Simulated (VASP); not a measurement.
Wanted: the native input for a VASP 6.6.1 run.

- Task: single point
- Functional: revPBE
- Potentials or basis: VASP PAW PBE potentials, release 64 (La)
- Cutoff: 520 eV
- k mesh: 7 × 7 × 10
- Occupations: fermi-dirac, width 0.1 eV
- Spin: no spin polarisation
- Dipole correction: no
- Further INCAR settings: ALGO = Normal; EDIFF = 1e-06; NBANDS = 24

The structure of La lies in POSCAR:

```
La
1.0
    6.0216343024      0.0000000000      0.0000000000
   -3.0108171512      5.2148882782      0.0000000000
    0.0000000000      0.0000000000      3.6902041558
La
3
Direct
    1.0000000000      0.0000000000      0.0000000000
    0.3333333333      0.6666666667      0.5000000000
    0.6666666667      0.3333333333      0.5000000000
```

One way to write it, as run:

INCAR

```
SYSTEM = La
ALGO = Normal
EDIFF = 1E-6
ENCUT = 520
GGA = RE
ISIF = 2
ISMEAR = -1
LASPH = .True.
LCHARG = .True.
LELF = .True.
LREAL = .False.
LVHAR = .True.
LWAVE = .False.
NBANDS = 24
NELM = 60
PREC = Accurate
SIGMA = 0.1
```

KPOINTS

```
k-points
0
Gamma
  7 7 10
  0 0 0
```

Potentials or basis: VASP PAW PBE potentials, release 64 (La).

Command:

```bash
$ cat potpaw_PBE.64/La/POTCAR > POTCAR
$ mpirun -np 1 vasp_std > vasp.out
```

Results of the run:

```
Pressure : 0.0 GPa
```

Caveat: the PAW data sets were made with another functional, which shifts forces and pressure a little.

It took 71 s on 1 thread of Intel(R) Xeon(R) 6975P-C (Granite Rapids) (shared host), peak memory 0.31 GiB.
